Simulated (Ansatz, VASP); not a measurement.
# Two plane-wave programs on Zr3SiF2

```xyz
6
Lattice="5.4379 0.0000 0.0000 -2.7189 4.7093 0.0000 0.0000 0.0000 4.6269" Properties=species:S:1:pos:R:3 pbc="T T T"
Zr    0.0000    3.1396    2.3135
Zr    2.7189    1.5698    2.3135
Zr    0.0000    0.0000    2.3135
Si    0.0000    0.0000    0.0000
F     0.0000    3.1396    0.0000
F     2.7189    1.5698    0.0000
```

Alike in both runs: functional PBE; k mesh 12 × 12 × 8; occupations gaussian, width 0.1 eV; no spin polarisation.

Ansatz relaxed the structure, and its values are those at the end. VASP's run is a single point on that final structure, the one shown.

```csv
,VASP,Ansatz
version,VASP 6.6.1,Ansatz 0.2.0
potentials or method,"VASP PAW PBE potentials, release 64 (Zr_sv, Si, F), cutoff 520 eV","scalar-relativistic, plane waves, PAW"
valence electrons in the cell,54,54
```

```csv
,VASP,Ansatz,Ansatz less VASP
gap on the k mesh at the Fermi level (eV),none,none,-
pressure (GPa),0.0,0.0,+0.05
```

A gap of «none» marks a metal or a gap that the smearing closes.
